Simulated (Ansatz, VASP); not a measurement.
## One calculation of Be3Te4, two programs

Contents of INCAR:

```
  PREC = Accurate
  ENCUT = 600
  EDIFF = 1E-6
  ISMEAR = 0
  SIGMA = 0.1
  LREAL = F
  LASPH = T
  NELM = 120
  ALGO = Normal
  ISIF = 2
  LWAVE = F
  LCHARG = F
  GGA = PE
  NBANDS = 24
  GGA_COMPAT = F
```

The input KPOINTS:

```
Automatic mesh
0
Gamma
  4 4 2
```

The input POSCAR:

```
Be3Te4
1.0
    3.9322998495      0.0000000000      0.0000000000
    0.0000000000      3.9322998495      0.0000000000
    0.0000000000      0.0000000000     11.1239655623
Be Te
3 4
Direct
    0.5000000000      0.5000000000      0.2582021599
    0.5000000000      0.5000000000      0.7417978401
    0.0000000000      0.0000000000      0.0000000000
    0.5000000000      0.0000000000      0.3830610346
    0.0000000000      0.5000000000      0.6169389654
    0.5000000000      0.0000000000      0.8726272309
    0.0000000000      0.5000000000      0.1273727691
```

Input for Ansatz:

```yaml
crystal:
  lattice:
    - [3.9322998495, 0.0, 0.0]
    - [0.0, 3.9322998495, 0.0]
    - [0.0, 0.0, 11.1239655623]
  atoms:
    - { symbol: Be, position: [0.5, 0.5, 0.2582021599] }
    - { symbol: Be, position: [0.5, 0.5, 0.7417978401] }
    - { symbol: Be, position: [0.0, 0.0, 0.0] }
    - { symbol: Te, position: [0.5, 0.0, 0.3830610346] }
    - { symbol: Te, position: [0.0, 0.5, 0.6169389654] }
    - { symbol: Te, position: [0.5, 0.0, 0.8726272309] }
    - { symbol: Te, position: [0.0, 0.5, 0.1273727691] }
basis:
  ecutwfc: 420
kpoints:
  mp_grid: { grid: [4, 4, 2] }
hamiltonian:
  xc: pbe
scf:
  occupations: { method: gaussian, width: 0.1 }
  lower_state_search: "off"
output:
  forces: true
  stress: true
  eigenvalues: true
```

Alike in both runs: task single point; functional PBE; k mesh 4 × 4 × 2; occupations gaussian, width 0.1 eV; no spin polarisation.

|  | VASP | Ansatz |
| --- | --- | --- |
| version | VASP 6.6.1 | Ansatz 0.2.0 |
| potentials or method | VASP PAW PBE potentials, release 64 (Be, Te), cutoff 600 eV | scalar-relativistic, plane waves, PAW |
| valence electrons in the cell | 30 | 70 |

```csv
,VASP,Ansatz,Ansatz less VASP
gap on the k mesh at the Fermi level (eV),none,none,-
pressure (GPa),0.2,0.1,-0.09
"traceless stress, the component that is largest in VASP (GPa)",-0.10,-0.11,-0.005
rms of the force components (eV/Å),0.014,0.013,-0.0004
```

Atom by atom the forces differ by 0.005 eV/Å (rms over components). A gap of «none» marks a metal or a gap that the smearing closes. VASP's potentials hold 30 valence electrons a cell and Ansatz's 70, so a difference there can come from the potentials and not from the codes.

The k mesh is coarse, so the values compare programs but aren't converged. Spin-orbit coupling is off throughout.
